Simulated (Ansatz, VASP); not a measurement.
## SrO in VASP and in Ansatz

INCAR

```
ALGO = Normal
EDIFF = 1E-6
ENCUT = 520
ISIF = 2
ISMEAR = 0
LASPH = T
LCHARG = T
LELF = T
LREAL = F
LVHAR = T
LWAVE = F
NBANDS = 15
NELM = 100
PREC = Accurate
SIGMA = 0.05
```

KPOINTS

```
k-points
0
Gamma
  8 8 8
```

Contents of POSCAR:

```
SrO
1.0
    0.0000000000      2.5055550000      2.5698000000
    2.5055550000      0.0000000000      2.5698000000
    2.5055550000      2.5055550000      0.0000000000
Sr O
1 1
Direct
    0.0000000000      0.0000000000      0.0000000000
    0.5000000000      0.5000000000      0.5000000000
```

Input for Ansatz:

```yaml
crystal:
  lattice:
    - [0.0, 2.505555, 2.5698]
    - [2.505555, 0.0, 2.5698]
    - [2.505555, 2.505555, 0.0]
  atoms:
    - { symbol: Sr, position: [0.0, 0.0, 0.0] }
    - { symbol: O, position: [0.5, 0.5, 0.5] }
basis:
  ecutwfc: 420
kpoints:
  mp_grid: { grid: [8, 8, 8] }
hamiltonian:
  xc: lda
scf:
  occupations: { method: gaussian, width: 0.05 }
output:
  forces: true
  stress: true
  eigenvalues: true
```

Change from the starting cell: strain -0.025 along x and y, +0.000 along z, atoms carried along.

Alike in both runs: task single point; functional LDA; k mesh 8 × 8 × 8; occupations gaussian, width 0.05 eV; no spin polarisation.

|  | VASP | Ansatz |
| --- | --- | --- |
| version | VASP 6.6.1 | Ansatz 0.2.0 |
| potentials or method | VASP PAW LDA potentials, release 64 (Sr_sv, O), cutoff 520 eV | scalar-relativistic, plane waves, PAW |
| valence electrons in the cell | 16 | 16 |

|  | VASP | Ansatz | Ansatz less VASP |
| --- | --- | --- | --- |
| gap on the k mesh at the Fermi level (eV) | 2.99 | 3.05 | +0.065 |
| least direct gap on the mesh (eV) | 3.02 | 3.07 | +0.054 |
| pressure (GPa) | 1.7 | 0.8 | -0.88 |
| traceless stress, the component that is largest in VASP (GPa) | -2.80 | -2.63 | +0.167 |

LDA's correlation is that of Perdew and Zunger in VASP and of Perdew and Wang (1992) in Ansatz.
